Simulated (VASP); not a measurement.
# Cu (Fm-3m) in VASP: further runs, part 2 of 2

VASP 6.6.1. Earlier steps stand in the parts before.

## Step 3: Single point, PBEsol (11.76 Å³/atom)

This run uses another cell than the first one, of 11.76 Å³/atom.

Input file INCAR:

```
SYSTEM = Cu
ALGO     = Normal         ! electronic algorithm
EDIFF    = 1E-7           ! SCF threshold, eV
ENCUT    = 520            ! plane-wave cutoff, eV
GGA      = PS             ! functional
ISIF     = 2              ! what is computed and relaxed
ISMEAR   = -1             ! smearing method
LASPH    = .TRUE.         ! aspherical terms in the spheres
LCHARG   = .FALSE.        ! write CHGCAR
LREAL    = .FALSE.        ! projectors in reciprocal space
LWAVE    = .FALSE.        ! write WAVECAR
NBANDS   = 12             ! bands
NELM     = 60             ! most SCF steps
PREC     = Accurate       ! precision mode
SIGMA    = 0.1            ! smearing width, eV
```

Input file KPOINTS:

```
k-points
0
G
  25 25 25
  0 0 0
```

Input file POSCAR:

```
Cu
1.0
    0.0000000000      1.8048401400      1.8048401400
    1.8048401400      0.0000000000      1.8048401400
    1.8048401400      1.8048401400      0.0000000000
Cu
1
Direct
    0.0000000000      0.0000000000      0.0000000000
```

Potentials or basis: VASP PAW PBE potentials, release 64 (Cu).

Started as:

```sh
$ cat potpaw_PBE.64/Cu/POTCAR > POTCAR
$ mpirun -np 1 vasp_std > vasp.out
```

OUTCAR:

```text
SYSTEM = Cu
   EDIFF = 1E-7
   ENCUT = 520
   GGA = PS
   ISIF = 2
   ISMEAR = -1
   LASPH = .TRUE.
   LREAL = .FALSE.
   NELM = 60
   PREC = Accurate

 ion  position               nearest neighbor table
   1  0.000  0.000  0.000-

  LATTYP: Found a face centered cubic cell.
 ALAT       =     3.6096802800

  Lattice vectors:

 A1 = (   0.0000000000,   1.8048401400,   1.8048401400)
 A2 = (   1.8048401400,   0.0000000000,   1.8048401400)
 A3 = (   1.8048401400,   1.8048401400,   0.0000000000)

Analysis of symmetry for initial positions (statically):
=====================================================================
 Subroutine PRICEL returns:
 Original cell was already a primitive cell.

 Routine SETGRP: Setting up the symmetry group for a
 face centered cubic supercell.

 Subroutine GETGRP returns: Found 48 space group operations
 (whereof 48 operations were pure point group operations)
 out of a pool of 48 trial point group operations.

The static configuration has the point symmetry O_h .

Analysis of symmetry for dynamics (positions and initial velocities):
=====================================================================
 Subroutine PRICEL returns:
 Original cell was already a primitive cell.

 Routine SETGRP: Setting up the symmetry group for a
 face centered cubic supercell.

 Subroutine GETGRP returns: Found 48 space group operations
 (whereof 48 operations were pure point group operations)
 out of a pool of 48 trial point group operations.

The dynamic configuration has the point symmetry O_h .

 Subroutine INISYM returns: Found 48 space group operations
 (whereof 48 operations are pure point group operations),
 and found     1 'primitive' translations

----------------------------------------------------------------------------------------

                                     Primitive cell

[... 112 lines left out ...]
   LORBIT       =      0    0 simple, 1 ext, 2 COOP (PROOUT), +10 PAW based schemes
   GGA     = PS    functional components
   LHFCALC =     F    Hartree Fock is set to
   AEXX    =    0.0000 exact exchange contribution
   IVDW    =     0    specifies the selected vdW correction
   LEPSILON=     F    determine dielectric tensor
   LRPA    =     F    only Hartree local field effects (RPA)
 non-spin polarized calculation
  energy-cutoff  :      520.00
  volume of cell :       11.76
 maximum number of plane-waves:       331
   NGX =  9   NGY =  9   NGZ =  9

 number of electron      11.0000003 magnetization

 Free energy of the ion-electron system (eV)
  ---------------------------------------------------
  ext. energy  EPLUGINS =         0.00000000
  ---------------------------------------------------
  free energy    TOTEN  =        -4.30668925 eV

  energy without entropy =       -4.29604326  energy(sigma->0) =       -4.30136626

 E-fermi :   7.4629     XC(G=0): -12.9340

 val. band max:        7.4524621981   @ k =  -0.2400   0.2800   0.0400
 cond. band min:       7.4813646752   @ k =   0.4800   0.1600   0.0000
 fundamental gap:      0.0289024772
 Fermi energy:         7.4628753584

 k-point     1 :       0.0000    0.0000    0.0000
  band No.  band energies     occupation
      1      -1.9677      2.00000
      2       4.4115      2.00000
      3       4.4115      2.00000
      4       4.4115      2.00000
      5       5.2490      2.00000
      6       5.2490      2.00000
      7      30.0732      0.00000
      8      32.7208      0.00000
      9      32.7208      0.00000
     10      32.7208      0.00000
     11      35.2009      0.00000
     12      35.2009      0.00000
[... 331 lines left out ...]
 k-point    24 :       0.4400    0.0400    0.0000
  band No.  band energies     occupation
      1       2.2424      2.00000
      2       4.3839      2.00000
      3       4.4283      2.00000
      4       5.2747      2.00000
      5       5.7895      2.00000
      6       6.0933      2.00000
      7      12.5439      0.00000
      8      28.3400      0.00000
      9      28.6863      0.00000
     10      29.5336      0.00000
     11      33.1935      0.00000
     12      33.7724      0.00000

 [... further k-points ...]

------------------------ aborting loop because EDIFF is reached ----------------------------------------

  FORCE on cell =-STRESS in cart. coord.  units (eV):
  Direction    XX          YY          ZZ          XY          YZ          ZX
  --------------------------------------------------------------------------------------
  -------------------------------------------------------------------------------------
  Total       -0.3802287     -0.3802287     -0.3802287     -0.0000000      0.0000000     -0.0000000
  in kB      -51.8094870    -51.8094870    -51.8094870     -0.0000000      0.0000000     -0.0000000
  external PRESSURE =     -51.8094870 kB  Pullay stress =       0.0000000 kB

 VOLUME and BASIS-vectors are now :
 -----------------------------------------------------------------------------
  energy-cutoff  :      520.00
  volume of cell :       11.76
      direct lattice vectors                 reciprocal lattice vectors
     0.000000000  1.804840140  1.804840140    -0.277032846  0.277032846  0.277032846
     1.804840140  0.000000000  1.804840140     0.277032846 -0.277032846  0.277032846
     1.804840140  1.804840140  0.000000000     0.277032846  0.277032846 -0.277032846

 POSITION                                       TOTAL-FORCE (eV/Angst)
 -----------------------------------------------------------------------------------
      0.00000      0.00000      0.00000         0.000000      0.000000      0.000000
 -----------------------------------------------------------------------------------
    total drift:                                0.000000      0.000000      0.000000

  FREE ENERGIE OF THE ION-ELECTRON SYSTEM (eV)
  ---------------------------------------------------
  free  energy   TOTEN  =        -4.3066892495 eV

  energy  without entropy=       -4.2960432621  energy(sigma->0) =       -4.30136626
```

OSZICAR:

```text
N       E                     dE             d eps       ncg     rms          rms(c)
DAV:   1     0.420659848252E+02    0.42066E+02   -0.54028E+03 12164   0.153E+03
DAV:   2    -0.402792329080E+01   -0.46094E+02   -0.42540E+02 11200   0.205E+02
DAV:   3    -0.538617235943E+01   -0.13582E+01   -0.13466E+01 12892   0.404E+01
DAV:   4    -0.539448876145E+01   -0.83164E-02   -0.83151E-02 12332   0.278E+00
DAV:   5    -0.539456267842E+01   -0.73917E-04   -0.73915E-04 13040   0.269E-01    0.841E+00
DAV:   6    -0.477617897277E+01    0.61838E+00   -0.17714E+01 13064   0.797E+01    0.441E+00
DAV:   7    -0.432026999704E+01    0.45591E+00   -0.27726E+00 13076   0.314E+01    0.552E-01
DAV:   8    -0.430872802351E+01    0.11542E-01   -0.63172E-03 13004   0.136E+00    0.338E-01
DAV:   9    -0.430668250280E+01    0.20455E-02   -0.11554E-02 13376   0.183E+00    0.245E-02
DAV:  10    -0.430668799026E+01   -0.54875E-05   -0.39317E-05 15948   0.105E-01    0.575E-03
DAV:  11    -0.430668926457E+01   -0.12743E-05   -0.45395E-07 13340   0.101E-02    0.506E-04
DAV:  12    -0.430668924951E+01    0.15064E-07   -0.18951E-08  7636   0.232E-03
   1 F= -.43066892E+01 E0= -.43013663E+01  d E =-.106460E-01
```

stdout:

```text
POSCAR found type information on POSCAR Cu
 POSCAR found :  1 types and       1 ions
 scaLAPACK will be used
 -----------------------------------------------------------------------------
|                                                                             |
|                                                                             |
|     You enforced a specific xc type in the INCAR file but a different       |
|     I HOPE YOU KNOW WHAT YOU ARE DOING!                                     |
|                                                                             |
 -----------------------------------------------------------------------------

 LDA part: xc-table for (Slater+PW92), standard interpolation
 POSCAR, INCAR and KPOINTS ok, starting setup
 FFT: planning ... GRIDC
 FFT: planning ... GRID_SOFT
 FFT: planning ... GRID
 WAVECAR not read
 entering main loop
```

Wall time 71 s (1 thread of Intel Xeon 8259CL, shared host); peak memory 0.17 GiB.

What came out:

```yaml
Free_energy: -4.3067 eV
Pressure: -5.2 GPa
Band_gap_on_the_k_mesh: zero (an odd number of electrons rules out a gap without spin polarisation)
```

Levels at points of the mesh, in eV from the Fermi level:
```csv
k point,band 4,band 5,band 6,band 7,band 8,band 9
"(0.00, 0.00, 0.00)",-3.05,-2.21,-2.21,22.61,25.26,25.26
```

Caveat: the cell stands under tension; the PAW data sets were made with another functional, which shifts forces and pressure a little.
